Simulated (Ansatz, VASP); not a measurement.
## LiBC3 in VASP and in Ansatz

```
CELL_PARAMETERS angstrom
3.27157 0.00000 0.00000
0.00000 3.27157 0.00000
0.00000 0.00000 3.26241
ATOMIC_POSITIONS crystal
Li 0.00000 0.00000 0.88349
B 0.50000 0.50000 0.65367
C 0.50000 0.50000 0.13951
C 0.00000 0.50000 0.39166
C 0.50000 0.00000 0.39166
```

Alike in both runs: task relaxation of cell and atoms; functional PBE; k mesh 12 × 12 × 12; occupations gaussian, width 0.1 eV; no spin polarisation.

|  | VASP | Ansatz |
| --- | --- | --- |
| version | VASP 6.6.1 | Ansatz 0.2.0 |
| potentials or method | VASP PAW PBE potentials, release 64 (Li_sv, B, C), cutoff 600 eV | scalar-relativistic, plane waves, PAW |
| valence electrons in the cell | 18 | 18 |

|  | VASP | Ansatz | Ansatz less VASP |
| --- | --- | --- | --- |
| gap on the k mesh at the Fermi level, each at its own relaxed structure (eV) | none | none | - |
| relaxed volume (Å³/atom) | 7.04 | 7.05 | +0.009 |
| relaxed cell length with the largest relative difference (Å) | 3.290 | 3.292 | +0.0020 |

A gap of «none» marks a metal or a gap that the smearing closes.

Noted on VASP's run: the cutoff is short for stress, so the pressure is rough.
